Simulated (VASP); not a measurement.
# Al3Ni2 (P-3m1) in VASP: a series of runs

Al3Ni2 is run at these levels: PBEsol; tasks: single point.

All numbers are computed with VASP 6.6.1; they aren't measurements. Logs are shortened: lines on timing, memory, paths and dates and some standing lists are left out, and cuts for length are marked.

### Step 1. The cell of the first run

It takes space group P-3m1 (No. 164, trigonal). The conventional cell has a = 3.884 Å, b = 3.884 Å, c = 4.729 Å, α = 90.00°, β = 90.00°, γ = 120.00°. Within 3.1 Å of Al (site symmetry -3m) lie 6 Ni at 2.35 Å and 6 Al at 2.80 Å. Within 3.1 Å of Al (site symmetry 3m) lie 5 Ni at 2.36 to 2.45 Å and 6 Al at 2.63 to 2.80 Å. Ni (site symmetry 3m) has 8 Al at 2.35 to 2.45 Å and 3 Ni at 2.64 Å within 3.1 Å.

### Step 2. Single point, PBEsol

The input, INCAR:

```
PREC = Accurate
ENCUT = 520
EDIFF = 1E-6
ISMEAR = 0
SIGMA = 0.1
LREAL = F
LASPH = T
NELM = 80
ALGO = Fast
ISIF = 2
LWAVE = F
LCHARG = F
GGA = PS
NBANDS = 22
```

The input, KPOINTS:

```
Automatic mesh
0
Gamma
  12 12 8
```

The input, POSCAR:

```
Al3Ni2
1.0
    3.8844851152      0.0000000000      0.0000000000
   -1.9422425576      3.3640627904      0.0000000000
    0.0000000000      0.0000000000      4.7292872250
Al Ni
3 2
Direct
    0.0000000000      0.0000000000      0.0000000000
    0.3333333333      0.6666666667      0.6462210577
    0.6666666667      0.3333333333      0.3537789423
    0.3333333333      0.6666666667      0.1466866385
    0.6666666667      0.3333333333      0.8533133615
```

Potentials or basis: VASP PAW PBE potentials, release 64 (Al, Ni).

The run is started by

```sh
> cat potpaw_PBE.64/Al/POTCAR potpaw_PBE.64/Ni/POTCAR > POTCAR
> mpirun -np 1 vasp_std > vasp.out
```

OUTCAR:

```text
PREC = Accurate
   ENCUT = 520
   EDIFF = 1E-6
   ISMEAR = 0
   LREAL = F
   LASPH = T
   NELM = 80
   ISIF = 2
   GGA = PS

 ion  position               nearest neighbor table
   1  0.000  0.000  0.000-   4 2.35   5 2.35   5 2.35   4 2.35   5 2.35   4 2.35   2 2.80   3 2.80
                             2 2.80   3 2.80   2 2.80   3 2.80
   2  0.333  0.667  0.646-   4 2.36   4 2.37   5 2.45   5 2.45   5 2.45   3 2.63   3 2.63   3 2.63
                             1 2.80   1 2.80   1 2.80
   3  0.667  0.333  0.354-   5 2.36   5 2.37   4 2.45   4 2.45   4 2.45   2 2.63   2 2.63   2 2.63
                             1 2.80   1 2.80   1 2.80
   4  0.333  0.667  0.147-   1 2.35   1 2.35   1 2.35   2 2.36   2 2.37   3 2.45   3 2.45   3 2.45
                             5 2.64   5 2.64   5 2.64
   5  0.667  0.333  0.853-   1 2.35   1 2.35   1 2.35   3 2.36   3 2.37   2 2.45   2 2.45   2 2.45
                             4 2.64   4 2.64   4 2.64

  LATTYP: Found a hexagonal cell.
 ALAT       =     3.8844851152
 C/A-ratio  =     1.2174811036

  Lattice vectors:

 A1 = (   3.8844851152,   0.0000000000,   0.0000000000)
 A2 = (  -1.9422425576,   3.3640627904,   0.0000000000)
 A3 = (   0.0000000000,   0.0000000000,   4.7292872250)

Analysis of symmetry for initial positions (statically):
=====================================================================
 Subroutine PRICEL returns:
 Original cell was already a primitive cell.

 Routine SETGRP: Setting up the symmetry group for a
 hexagonal supercell.

 Subroutine GETGRP returns: Found 12 space group operations
 (whereof 12 operations were pure point group operations)
 out of a pool of 24 trial point group operations.

The static configuration has the point symmetry D_3d.

Analysis of symmetry for dynamics (positions and initial velocities):
=====================================================================
 Subroutine PRICEL returns:
 Original cell was already a primitive cell.

 Routine SETGRP: Setting up the symmetry group for a
 hexagonal supercell.

 Subroutine GETGRP returns: Found 12 space group operations
 (whereof 12 operations were pure point group operations)
 out of a pool of 24 trial point group operations.

The dynamic configuration has the point symmetry D_3d.

 Subroutine INISYM returns: Found 12 space group operations
 (whereof 12 operations are pure point group operations),
 and found     1 'primitive' translations

----------------------------------------------------------------------------------------

                                     Primitive cell

  volume of cell :      61.8007

  direct lattice vectors                    reciprocal lattice vectors
     3.884485115  0.000000000  0.000000000     0.257434376  0.148629806  0.000000000
    -1.942242558  3.364062790  0.000000000     0.000000000  0.297259612  0.000000000
     0.000000000  0.000000000  4.729287225     0.000000000  0.000000000  0.211448354

  length of vectors
     3.884485115  3.884485115  4.729287225     0.297259612  0.297259612  0.211448354

  position of ions in fractional coordinates (direct lattice)
     0.000000000  0.000000000  0.000000000
     0.333333333  0.666666667  0.646221058
     0.666666667  0.333333333  0.353778942
     0.333333333  0.666666667  0.146686639
     0.666666667  0.333333333  0.853313361

  ion indices of the primitive-cell ions
   primitive index   ion index
                 1           1
                 2           2
                 3           3
                 4           4
                 5           5

----------------------------------------------------------------------------------------

 KPOINTS: Automatic mesh

Automatic generation of k-mesh.
 Grid dimensions read from file:
 generate k-points for:   12   12    8

 Generating k-lattice:

  Cartesian coordinates                     Fractional coordinates (reciprocal lattice)
     0.021452865  0.012385817  0.000000000     0.083333333 -0.000000000  0.000000000
     0.000000000  0.024771634  0.000000000     0.000000000  0.083333333  0.000000000
     0.000000000  0.000000000  0.026431044     0.000000000  0.000000000  0.125000000

  Length of vectors
     0.024771634  0.024771634  0.026431044

  Shift w.r.t. Gamma in fractional coordinates (k-lattice)
     0.000000000  0.000000000  0.000000000

 Subroutine IBZKPT returns following result:
 ===========================================

 Found    131 irreducible k-points:

 Following reciprocal coordinates:
            Coordinates               Weight
  0.000000  0.000000  0.000000      1.000000
  0.083333  0.000000  0.000000      6.000000
  0.166667  0.000000  0.000000      6.000000
  0.250000  0.000000  0.000000      6.000000
  0.333333  0.000000  0.000000      6.000000
  0.416667  0.000000  0.000000      6.000000
[... 16 lines left out ...]
  0.166667  0.000000  0.125000      6.000000
  0.000000  0.166667  0.125000      6.000000
 [... further k-points ...]
   k-points           NKPTS =    131   k-points in BZ     NKDIM =    131   number of bands    NBANDS=     22
   number of dos      NEDOS =    301   number of ions     NIONS =      5
   total plane-waves  NPLWV =  32400
   dimension x,y,z NGX =    30 NGY =   30 NGZ =   36
   dimension x,y,z NGXF=    60 NGYF=   60 NGZF=   72
   ions per type =               3   2
   NGX,Y,Z   is equivalent  to a cutoff of  12.84, 12.84, 12.65 a.u.
   NGXF,Y,Z  is equivalent  to a cutoff of  25.68, 25.68, 25.31 a.u.
 SYSTEM =  unknown system
   PREC   = accura    normal or accurate (medium, high low for compatibility)
   ISTART =      0    job   : 0-new  1-cont  2-samecut
   ICHARG =      2    charge: 1-file 2-atom 10-const
   ISPIN  =      1    spin polarized calculation?
   LNONCOLLINEAR =      F non collinear calculations
   LSORBIT =      F    spin-orbit coupling
   LASPH  =      T    aspherical Exc in radial PAW
   ENCUT  =  520.0 eV  38.22 Ry    6.18 a.u.   7.22  7.22  8.79*2*pi/ulx,y,z
   NELM   =     80;   NELMIN=  2; NELMDL= -5     # of ELM steps
   EDIFF  = 0.1E-05   stopping-criterion for ELM
   LREAL  =      F    real-space projection
   EDIFFG = 0.1E-04   stopping-criterion for IOM
   NSW    =      0    number of steps for IOM
   IBRION =     -1    ionic relax: 0-MD 1-quasi-New 2-CG
   NFREE  =      0    steps in history (QN), initial steepest desc. (CG)
   ISIF   =      2    stress and relaxation
   ISYM   =      2    0-nonsym 1-usesym 2-fastsym
   POTIM  = 0.5000    time-step for ionic-motion
   TEBEG  =    0.0;   TEEND  =   0.0 temperature during run
   PSTRESS=    0.0 pullay stress
   NELECT =      29.0000    total number of electrons
   NUPDOWN=      -1.0000    fix difference up-down
   EMIN   =  10.00;   EMAX   =-10.00  energy-range for DOS
   EFERMI =   0.00;   METHOD = LEGACY
   ISMEAR =     0;   SIGMA  =   0.10  broadening in eV -4-tet -1-fermi 0-gaus
   EFERMI_NEDOS =   21; number of points for ismear=-14 and -15
   IALGO  =     68    algorithm
   IMIX   =      4    mixing-type and parameters
     AMIX     =   0.40;   BMIX     =  1.00
     AMIX_MAG =   1.60;   BMIX_MAG =  1.00
  volume/ion in A,a.u.               =      12.36        83.41
  Fermi-wavevector in a.u.,A,eV,Ry     =   1.272164  2.404041 22.019684  1.618401
  Thomas-Fermi vector in A             =   2.405057
   LORBIT       =      0    0 simple, 1 ext, 2 COOP (PROOUT), +10 PAW based schemes
   GGA     = PS    functional components
   LHFCALC =     F    Hartree Fock is set to
   AEXX    =    0.0000 exact exchange contribution
   IVDW    =     0    specifies the selected vdW correction
   LEPSILON=     F    determine dielectric tensor
   LRPA    =     F    only Hartree local field effects (RPA)
 non-spin polarized calculation
 RMM-DIIS sequential band-by-band and
 Gauss-broadening in eV      SIGMA  =   0.10
  energy-cutoff  :      520.00
  volume of cell :       61.80
 maximum number of plane-waves:      1683
 NGX is ok and might be reduce to    30
   NGX = 15   NGY = 15   NGZ = 17

 number of electron      29.0000016 magnetization

 Free energy of the ion-electron system (eV)
  ---------------------------------------------------
  ext. energy  EPLUGINS =         0.00000000
  ---------------------------------------------------
  free energy    TOTEN  =       -27.42074316 eV

  energy without entropy =      -27.41466103  energy(sigma->0) =      -27.41770209

 E-fermi :   9.5514     XC(G=0): -11.7610

 val. band max:        9.5441187529   @ k =   0.0000   0.2500   0.2500
 cond. band min:       9.5523782936   @ k =   0.1667   0.0833   0.5000
 fundamental gap:      0.0082595407
 Fermi energy:         9.5513768223

 k-point     1 :       0.0000    0.0000    0.0000
  band No.  band energies     occupation
      1      -1.5909      2.00000
      2       3.9554      2.00000
      3       4.4273      2.00000
      4       5.5954      2.00000
      5       5.5954      2.00000
      6       6.1801      2.00000
[... 14 lines left out ...]
     21      16.9855      0.00000
     22      17.0683      0.00000

 k-point     2 :       0.0833    0.0000    0.0000
  band No.  band energies     occupation
      1      -1.4980      2.00000
      2       4.0108      2.00000
      3       4.4582      2.00000
      4       5.5595      2.00000
      5       5.6341      2.00000
      6       6.1365      2.00000
[... 14 lines left out ...]
     21      16.4278      0.00000
     22      16.5067      0.00000

 k-point     3 :       0.1667    0.0000    0.0000
  band No.  band energies     occupation
      1      -1.2209      2.00000
      2       4.1607      2.00000
      3       4.5171      2.00000
      4       5.4350      2.00000
      5       5.7481      2.00000
      6       6.0073      2.00000
[... 14 lines left out ...]
     21      16.1015      0.00000
     22      16.4936      0.00000
[... 476 lines left out ...]
 k-point    23 :       0.1667    0.0000    0.1250
  band No.  band energies     occupation
      1      -1.1192      2.00000
      2       3.4120      2.00000
      3       4.8677      2.00000
      4       5.5052      2.00000
      5       5.7460      2.00000
      6       6.0111      2.00000
[... 14 lines left out ...]
     21      16.1466      0.00000
     22      16.9689      0.00000

 k-point    24 :       0.0000    0.1667    0.1250
  band No.  band energies     occupation
      1      -1.1196      2.00000
      2       3.4208      2.00000
      3       4.9237      2.00000
      4       5.4221      2.00000
      5       5.7155      2.00000
      6       6.0612      2.00000
[... 14 lines left out ...]
     21      16.2302      0.00000
     22      16.5656      0.00000

 [... further k-points ...]

------------------------ aborting loop because EDIFF is reached ----------------------------------------

  FORCE on cell =-STRESS in cart. coord.  units (eV):
  Direction    XX          YY          ZZ          XY          YZ          ZX
  --------------------------------------------------------------------------------------
  -------------------------------------------------------------------------------------
  Total        5.8432475      5.8432475      5.8754604     -0.0000000     -0.0000000      0.0000000
  in kB      151.4856941    151.4856941    152.3208108     -0.0000000     -0.0000000      0.0000000
  external PRESSURE =     151.7640663 kB  Pullay stress =       0.0000000 kB

 VOLUME and BASIS-vectors are now :
 -----------------------------------------------------------------------------
  energy-cutoff  :      520.00
  volume of cell :       61.80
      direct lattice vectors                 reciprocal lattice vectors
     3.884485115  0.000000000  0.000000000     0.257434376  0.148629806  0.000000000
    -1.942242558  3.364062790  0.000000000     0.000000000  0.297259612  0.000000000
     0.000000000  0.000000000  4.729287225     0.000000000  0.000000000  0.211448354

 POSITION                                       TOTAL-FORCE (eV/Angst)
 -----------------------------------------------------------------------------------
      0.00000      0.00000      0.00000        -0.000000      0.000000      0.000000
     -0.00000      2.24271      3.05616        -0.000000      0.000000      0.005255
      1.94224      1.12135      1.67312         0.000000     -0.000000     -0.005255
     -0.00000      2.24271      0.69372         0.000000     -0.000000      0.016645
      1.94224      1.12135      4.03556        -0.000000      0.000000     -0.016645
 -----------------------------------------------------------------------------------
    total drift:                                0.000000      0.000000      0.000000

  FREE ENERGIE OF THE ION-ELECTRON SYSTEM (eV)
  ---------------------------------------------------
  free  energy   TOTEN  =       -27.4207431559 eV

  energy  without entropy=      -27.4146610331  energy(sigma->0) =      -27.41770209
```

It took 3.4 min on 1 thread of Intel Xeon Platinum 8259CL at 2.50GHz (Skylake/Cascade Lake), shared host; peak memory 0.29 GiB.

What came out:

- Free energy: -27.4207 eV
- Pressure: 15.2 GPa
- Largest force: 0.017 eV/Å
- Band gap on the k mesh: zero (an odd number of electrons rules out a gap without spin polarisation)

Forces on the atoms (eV/Å):
```
Al   0.000  0.000  0.000
Al   0.000  0.000  0.005
Al   0.000  0.000 -0.005
Ni   0.000  0.000  0.017
Ni   0.000  0.000 -0.017
```

Stress tensor (GPa, compression positive):
```
15.15  0.00  0.00
 0.00 15.15  0.00
 0.00  0.00 15.23
```

Levels at points of the mesh, in eV from the Fermi level:
```
           k point  band 13  band 14  band 15  band 16  band 17  band 18
(0.00, 0.00, 0.00)    -1.44     1.35     1.35     3.38     3.38     4.86
(0.50, 0.00, 0.00)    -1.75    -1.70    -1.34     1.53     2.24     2.56
(0.00, 0.00, 0.50)     2.92     2.92     2.95     2.95     3.30     4.61
(0.50, 0.00, 0.50)    -1.94    -1.17    -0.35     1.65     2.30     3.66
```

Caveat: the cell stands under pressure; the PAW data sets were made with another functional, which shifts forces and pressure a little.

### Step 3. Single point, PBEsol

The input, INCAR:

```
SYSTEM = Al3Ni2
PREC     = Accurate       ! precision mode
ENCUT    = 520            ! plane-wave cutoff, eV
EDIFF    = 1E-7           ! SCF threshold, eV
ISMEAR   = 0              ! smearing method
SIGMA    = 0.1            ! smearing width, eV
LREAL    = .False.        ! projectors in reciprocal space
LASPH    = .True.         ! aspherical terms in the spheres
NELM     = 100            ! most SCF steps
ALGO     = Fast           ! electronic algorithm
ISIF     = 2              ! what is computed and relaxed
LWAVE    = .False.        ! write WAVECAR
LCHARG   = .True.         ! write CHGCAR
GGA      = PS             ! functional
LELF     = .True.         ! ELF
LVHAR    = .True.       
NBANDS   = 22             ! bands
```

The input, KPOINTS:

```
regular mesh
0
Gamma
  12 12 8
  0 0 0
```

The input, POSCAR:

```
Al3Ni2
1.0
    3.8844843793      0.0000000000      0.0000000000
   -1.9422421896      3.3640621531      0.0000000000
    0.0000000000      0.0000000000      4.7292947700
Al Ni
3 2
Direct
    0.0000000000      0.0000000000      0.0000000000
    0.3333333333      0.6666666667      0.6462224176
    0.6666666667      0.3333333333      0.3537775824
    0.3333333333      0.6666666667      0.1466854904
    0.6666666667      0.3333333333      0.8533145096
```

Potentials or basis: VASP PAW PBE potentials, release 64 (Al, Ni).

The run is started by

```sh
> cat potpaw_PBE.64/Al/POTCAR potpaw_PBE.64/Ni/POTCAR > POTCAR
> mpirun -np 1 vasp_std > vasp.out
```

Wall time 4.7 min (1 thread of Intel Xeon Platinum 8259CL at 2.50GHz (Skylake/Cascade Lake), shared host); peak memory 0.29 GiB.

The run converged. Its results:

```yaml
Free_energy: -27.4207 eV
Pressure: 15.1 GPa
Largest_force: 0.016 eV/Å
Band_gap_on_the_k_mesh: zero (an odd number of electrons rules out a gap without spin polarisation)
```

Forces on the atoms (eV/Å):
```
Al   0.000  0.000  0.000
Al   0.000  0.000  0.005
Al   0.000  0.000 -0.005
Ni   0.000  0.000  0.016
Ni   0.000  0.000 -0.016
```

Stress tensor (GPa, compression positive):
```
15.06  0.00  0.00
 0.00 15.06  0.00
 0.00  0.00 15.14
```

Levels at points of the mesh, in eV from the Fermi level:
```tsv
k point	band 13	band 14	band 15	band 16	band 17	band 18
(0.00, 0.00, 0.00)	-1.44	1.35	1.35	3.38	3.38	4.86
(0.50, 0.00, 0.00)	-1.75	-1.70	-1.34	1.53	2.24	2.56
(0.00, 0.00, 0.50)	2.92	2.92	2.95	2.95	3.30	4.61
(0.50, 0.00, 0.50)	-1.94	-1.17	-0.35	1.65	2.30	3.66
```

Caveat: the cell stands under pressure; the PAW data sets were made with another functional, which shifts forces and pressure a little. Spin polarisation is off, so any magnetic state and its effect on volume and gap are missing.

### Step 4. Single point, PBEsol

This run uses another cell than the first one, of 12.82 Å³/atom.

The input, INCAR:

```
ALGO     = Fast           # electronic algorithm
EDIFF    = 1E-6           # SCF threshold, eV
ENCUT    = 520            # plane-wave cutoff, eV
GGA      = PS             # functional
ISIF     = 2              # what is computed and relaxed
ISMEAR   = 0              # smearing method
LASPH    = True           # aspherical terms in the spheres
LCHARG   = True           # write CHGCAR
LELF     = True           # ELF
LREAL    = False          # projectors in reciprocal space
LVHAR    = True         
LWAVE    = False          # write WAVECAR
NBANDS   = 22             # bands
NELM     = 80             # most SCF steps
PREC     = Accurate       # precision mode
SIGMA    = 0.1            # smearing width, eV
```

The input, KPOINTS:

```
k-points
0
Gamma
  12 12 8
```

The input, POSCAR:

```
Al3Ni2
1.0
    3.9341469700      0.0000000000      0.0000000000
   -1.9670734850      3.4070712183      0.0000000000
    0.0000000000      0.0000000000      4.7838487213
Al Ni
3 2
Direct
    0.0000000000      0.0000000000      0.0000000000
    0.3333333333      0.6666666667      0.6468386835
    0.6666666667      0.3333333333      0.3531613165
    0.3333333333      0.6666666667      0.1462355222
    0.6666666667      0.3333333333      0.8537644778
```

The run is started by

```sh
> cat potpaw_PBE.64/Al/POTCAR potpaw_PBE.64/Ni/POTCAR > POTCAR
> mpirun -np 1 vasp_std > vasp.out
```

Wall time 3.8 min (1 thread of Intel Xeon Platinum 8259CL at 2.50GHz (Skylake/Cascade Lake), shared host); peak memory 0.29 GiB.

The run converged. Its results:

| Item | Value |
| --- | --- |
| Free energy | -27.5873 eV |
| Pressure | 8.2 GPa |
| Largest force | 0.015 eV/Å |
| Band gap on the k mesh | zero (an odd number of electrons rules out a gap without spin polarisation) |

Forces in eV/Å, atoms in the order of the input:
```
Al   0.000  0.000  0.000
Al   0.000  0.000  0.005
Al   0.000  0.000 -0.005
Ni   0.000  0.000  0.015
Ni   0.000  0.000 -0.015
```

Stress tensor (GPa, compression positive):
```
8.14 0.00 0.00
0.00 8.14 0.00
0.00 0.00 8.22
```

Levels at points of the mesh, in eV from the Fermi level:
| k point | band 12 | band 13 | band 14 | band 15 | band 16 | band 17 | band 18 | band 19 |
| --- | --- | --- | --- | --- | --- | --- | --- | --- |
| (0.00, 0.00, 0.00) | -1.79 | -1.38 | 1.32 | 1.32 | 3.29 | 3.29 | 4.65 | 5.14 |
| (0.50, 0.00, 0.00) | -1.97 | -1.67 | -1.63 | -1.30 | 1.46 | 2.19 | 2.39 | 4.89 |
| (0.00, 0.00, 0.50) | -1.90 | 2.84 | 2.84 | 2.92 | 2.92 | 3.29 | 4.45 | 4.61 |
| (0.50, 0.00, 0.50) | -1.88 | -1.84 | -1.12 | -0.34 | 1.60 | 2.22 | 3.49 | 6.55 |

Caveat: the cell stands under pressure; the PAW data sets were made with another functional, which shifts forces and pressure a little. Spin polarisation is off, so any magnetic state and its effect on volume and gap are missing.

(Part 1 of 2 ends here.)
